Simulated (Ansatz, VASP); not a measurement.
# Two plane-wave programs on Zr

```xyz
2
Lattice="2.0191 1.1657 3.5150 -2.0191 1.1657 3.5150 0.0000 -2.3314 3.5150" Properties=species:S:1:pos:R:3 pbc="T T T"
Zr    0.0000    0.0000    2.4638
Zr    0.0000    0.0000    8.0814
```

Alike in both runs: task relaxation of cell and atoms; functional PBE; k mesh 6 × 6 × 6; occupations gaussian, width 0.1 eV; no spin polarisation.

```csv
,VASP,Ansatz
version,VASP 6.6.1,Ansatz 0.2.0
potentials or method,"VASP PAW PBE potentials, release 64 (Zr_sv), cutoff 600 eV","scalar-relativistic, plane waves, PAW"
valence electrons in the cell,24,24
```

Ansatz gave:

```
gap on the k mesh at the Fermi level, each at its own relaxed structure (eV) : none
relaxed volume (Å³/atom)                                                     : 23.13
relaxed cell length with the largest relative difference (Å)                 : 5.589
```

Question: What did VASP give for the same quantities?

Answer: gap on the k mesh at the Fermi level, each at its own relaxed structure (eV): none; relaxed volume (Å³/atom): 23.14; relaxed cell length with the largest relative difference (Å): 5.533.

A gap of «none» marks a metal or a gap that the smearing closes.
